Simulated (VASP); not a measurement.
# V in VASP: notebook, part 2 of 2

VASP 6.6.1.

## Step 4: Single point, PBE

This run uses another cell than the first one, of 77.81 Å³/atom, 1.285 times its volume.

INCAR

```
ALGO = Normal
DIPOL = 0.5 0.5 0.500
EDIFF = 1E-6
ENCUT = 400
GGA = PE
GGA_COMPAT = F
IDIPOL = 3
ISIF = 2
ISMEAR = -1
LASPH = T
LCHARG = F
LDIPOL = T
LREAL = F
LWAVE = F
NBANDS = 40
NELM = 120
NELMDL = -8
PREC = Accurate
SIGMA = 0.05
```

KPOINTS

```
k-points
0
Gamma
  9 9 1
```

POSCAR

```
V
1.0
    4.2385384045      0.0000000000      0.0000000000
   -2.1192692022      3.6706819332      0.0000000000
    0.0000000000      0.0000000000     25.0056000000
V
5
Direct
    0.8333333333      0.1666666667      0.4399021919
    0.1666666667      0.8333333333      0.4726967882
    0.5000000000      0.5000000000      0.5000000029
    0.8333333333      0.1666666667      0.5273032197
    0.1666666667      0.8333333333      0.5600978081
```

Potentials or basis: VASP PAW PBE potentials, release 64 (V_sv).

On the command line:

```console
$ cat potpaw_PBE.64/V_sv/POTCAR > POTCAR
$ mpirun -np 1 vasp_std > vasp.out
```

OUTCAR:

```text
EDIFF = 1E-6
   ENCUT = 400
   GGA = PE
   ISIF = 2
   ISMEAR = -1
   LASPH = T
   LREAL = F
   NELM = 120
   NELMDL = -8
   PREC = Accurate

 ion  position               nearest neighbor table
   1  0.833  0.167  0.440-   4 2.19   2 2.58   2 2.58   2 2.58   3 2.87   3 2.87   3 2.87
   2  0.167  0.833  0.473-   5 2.19   3 2.54   3 2.54   3 2.54   1 2.58   1 2.58   1 2.58   4 2.80
                             4 2.80   4 2.80
   3  0.500  0.500  0.500-   2 2.54   2 2.54   2 2.54   4 2.54   4 2.54   4 2.54   5 2.87   5 2.87
                             5 2.87   1 2.87   1 2.87   1 2.87
   4  0.833  0.167  0.527-   1 2.19   3 2.54   3 2.54   3 2.54   5 2.58   5 2.58   5 2.58   2 2.80
                             2 2.80   2 2.80
   5  0.167  0.833  0.560-   2 2.19   4 2.58   4 2.58   4 2.58   3 2.87   3 2.87   3 2.87

  LATTYP: Found a hexagonal cell.
 ALAT       =     4.2385384045
 C/A-ratio  =     5.8995808493

  Lattice vectors:

 A1 = (   4.2385384045,   0.0000000000,   0.0000000000)
 A2 = (  -2.1192692022,   3.6706819332,   0.0000000000)
 A3 = (   0.0000000000,   0.0000000000,  25.0056000000)

Analysis of symmetry for initial positions (statically):
=====================================================================
 Subroutine PRICEL returns:
 Original cell was already a primitive cell.

 Routine SETGRP: Setting up the symmetry group for a
 hexagonal supercell.

 Subroutine GETGRP returns: Found 12 space group operations
 (whereof  4 operations were pure point group operations)
 out of a pool of 24 trial point group operations.

The static configuration has the point symmetry C_2h.
 The point group associated with its full space group is D_3d.

Analysis of symmetry for dynamics (positions and initial velocities):
=====================================================================
 Subroutine PRICEL returns:
 Original cell was already a primitive cell.

 Routine SETGRP: Setting up the symmetry group for a
 hexagonal supercell.

 Subroutine GETGRP returns: Found 12 space group operations
 (whereof  4 operations were pure point group operations)
 out of a pool of 24 trial point group operations.

The dynamic configuration has the point symmetry C_2h.
 The point group associated with its full space group is D_3d.

 Subroutine INISYM returns: Found 12 space group operations
 (whereof  4 operations are pure point group operations),
 and found     1 'primitive' translations

----------------------------------------------------------------------------------------

                                     Primitive cell

  volume of cell :     389.0453

  direct lattice vectors                    reciprocal lattice vectors
     4.238538404  0.000000000  0.000000000     0.235930386  0.136214472  0.000000000
    -2.119269202  3.670681933  0.000000000     0.000000000  0.272428943  0.000000000
     0.000000000  0.000000000 25.005600000     0.000000000  0.000000000  0.039991042

  length of vectors
     4.238538404  4.238538404 25.005600000     0.272428943  0.272428943  0.039991042

  position of ions in fractional coordinates (direct lattice)
     0.833333333  0.166666667  0.439902192
     0.166666667  0.833333333  0.472696788
     0.500000000  0.500000000  0.500000003
     0.833333333  0.166666667  0.527303220
     0.166666667  0.833333333  0.560097808

[... 45 lines left out ...]
  0.222222  0.222222  0.000000      6.000000
  0.333333  0.222222  0.000000     12.000000
  0.333333  0.333333  0.000000      2.000000
   k-points           NKPTS =     12   k-points in BZ     NKDIM =     12   number of bands    NBANDS=     40
   number of dos      NEDOS =    301   number of ions     NIONS =      5
   total plane-waves  NPLWV = 131712
   dimension x,y,z NGX =    28 NGY =   28 NGZ =  168
   dimension x,y,z NGXF=    56 NGYF=   56 NGZF=  336
   ions per type =               5
   NGX,Y,Z   is equivalent  to a cutoff of  10.98, 10.98, 11.17 a.u.
   NGXF,Y,Z  is equivalent  to a cutoff of  21.96, 21.96, 22.34 a.u.
 SYSTEM =  unknown system
   PREC   = accura    normal or accurate (medium, high low for compatibility)
   ISTART =      0    job   : 0-new  1-cont  2-samecut
   ICHARG =      2    charge: 1-file 2-atom 10-const
   ISPIN  =      1    spin polarized calculation?
   LNONCOLLINEAR =      F non collinear calculations
   LSORBIT =      F    spin-orbit coupling
   LASPH  =      T    aspherical Exc in radial PAW
   ENCUT  =  400.0 eV  29.40 Ry    5.42 a.u.   6.91  6.91 40.78*2*pi/ulx,y,z
   NELM   =    120;   NELMIN=  2; NELMDL= -8     # of ELM steps
   EDIFF  = 0.1E-05   stopping-criterion for ELM
   LREAL  =      F    real-space projection
   EDIFFG = 0.1E-04   stopping-criterion for IOM
   NSW    =      0    number of steps for IOM
   IBRION =     -1    ionic relax: 0-MD 1-quasi-New 2-CG
   NFREE  =      0    steps in history (QN), initial steepest desc. (CG)
   ISIF   =      2    stress and relaxation
   ISYM   =      2    0-nonsym 1-usesym 2-fastsym
   POTIM  = 0.5000    time-step for ionic-motion
   TEBEG  =    0.0;   TEEND  =   0.0 temperature during run
   PSTRESS=    0.0 pullay stress
   NELECT =      65.0000    total number of electrons
   NUPDOWN=      -1.0000    fix difference up-down
   EMIN   =  10.00;   EMAX   =-10.00  energy-range for DOS
   EFERMI =   0.00;   METHOD = LEGACY
   ISMEAR =    -1;   SIGMA  =   0.05  broadening in eV -4-tet -1-fermi 0-gaus
   EFERMI_NEDOS =   21; number of points for ismear=-14 and -15
   IALGO  =     38    algorithm
   IMIX   =      4    mixing-type and parameters
     AMIX     =   0.40;   BMIX     =  1.00
     AMIX_MAG =   1.60;   BMIX_MAG =  1.00
  volume/ion in A,a.u.               =      77.81       525.08
  Fermi-wavevector in a.u.,A,eV,Ry     =   0.901666  1.703902 11.061568  0.813002
  Thomas-Fermi vector in A             =   2.024775
   LORBIT       =      0    0 simple, 1 ext, 2 COOP (PROOUT), +10 PAW based schemes
   GGA     = PE    functional components
   LHFCALC =     F    Hartree Fock is set to
   AEXX    =    0.0000 exact exchange contribution
   IVDW    =     0    specifies the selected vdW correction
   LEPSILON=     F    determine dielectric tensor
   LRPA    =     F    only Hartree local field effects (RPA)
 non-spin polarized calculation
  energy-cutoff  :      400.00
  volume of cell :      389.05
 maximum number of plane-waves:      7089
 NGX is ok and might be reduce to    28
   NGX = 13   NGY = 13   NGZ = 81

 number of electron      65.0000005 magnetization

 dipolmoment           0.000000      0.000000     -0.000002 electrons x Angstroem

 Free energy of the ion-electron system (eV)
  ---------------------------------------------------
  ext. energy  EPLUGINS =         0.00000000
  ---------------------------------------------------
  free energy    TOTEN  =       -39.85380626 eV

  energy without entropy =      -39.80320752  energy(sigma->0) =      -39.82850689

 E-fermi :  -1.2656     XC(G=0):  -3.0981

 val. band max:       -1.2842819329   @ k =   0.1111   0.1111   0.0000
 cond. band min:      -1.2591024238   @ k =   0.3333   0.1111   0.0000
 fundamental gap:      0.0251795091
 Fermi energy:        -1.2656330375

 k-point     1 :       0.0000    0.0000    0.0000
  band No.  band energies     occupation
      1     -65.1348      2.00000
      2     -65.0110      2.00000
      3     -64.9861      2.00000
      4     -64.5833      2.00000
      5     -64.5452      2.00000
      6     -39.3538      2.00000
[... 505 lines left out ...]
     39       0.3440      0.00000
     40       0.6587      0.00000

------------------------ aborting loop because EDIFF is reached ----------------------------------------

 vacuum level on the upper side and lower side of the slab       (xc-potential included)        -0.006        -0.006

  FORCE on cell =-STRESS in cart. coord.  units (eV):
  Direction    XX          YY          ZZ          XY          YZ          ZX
  --------------------------------------------------------------------------------------
  -------------------------------------------------------------------------------------
  Total       -0.9912005     -0.9912005     -0.1493363     -0.0000000     -0.0000000     -0.0000000
  in kB       -4.0819901     -4.0819901     -0.6150009     -0.0000000     -0.0000000     -0.0000000
  external PRESSURE =      -2.9263270 kB  Pullay stress =       0.0000000 kB

 VOLUME and BASIS-vectors are now :
 -----------------------------------------------------------------------------
  energy-cutoff  :      400.00
  volume of cell :      389.05
      direct lattice vectors                 reciprocal lattice vectors
     4.238538404  0.000000000  0.000000000     0.235930386  0.136214472  0.000000000
    -2.119269202  3.670681933  0.000000000     0.000000000  0.272428943  0.000000000
     0.000000000  0.000000000 25.005600000     0.000000000  0.000000000  0.039991042

 POSITION                                       TOTAL-FORCE (eV/Angst)
 -----------------------------------------------------------------------------------
      3.17890      0.61178     11.00002        -0.000000     -0.000000     -0.115971
     -1.05963      3.05890     11.82007         0.000000      0.000000     -0.114858
      1.05963      1.83534     12.50280        -0.000000      0.000000      0.000000
      3.17890      0.61178     13.18553         0.000000     -0.000000      0.114858
     -1.05963      3.05890     14.00558        -0.000000     -0.000000      0.115971
 -----------------------------------------------------------------------------------
    total drift:                               -0.000000      0.000000     -0.000864

  FREE ENERGIE OF THE ION-ELECTRON SYSTEM (eV)
  ---------------------------------------------------
  free  energy   TOTEN  =       -39.8538062602 eV

  energy  without entropy=      -39.8032075176  energy(sigma->0) =      -39.82850689

 vacuum level on the upper side and lower side of the slab         2.425         2.425
```

Run time: 3.4 min. Hardware: 1 thread of Intel Xeon 6975P-C (Granite Rapids), shared host; peak memory 0.39 GiB.

What came out:

- Free energy: -39.8538 eV
- Largest force: 0.116 eV/Å

Forces on the atoms (eV/Å):
```
V    0.000  0.000 -0.116
V    0.000  0.000 -0.115
V    0.000  0.000  0.000
V    0.000  0.000  0.115
V    0.000  0.000  0.116
```

Levels at points of the mesh, in eV from the Fermi level:
```tsv
k point	band 30	band 31	band 32	band 33	band 34	band 35	band 36	band 37
(0.00, 0.00, 0.00)	-0.84	-0.51	-0.46	-0.46	0.29	0.29	0.90	1.73
```
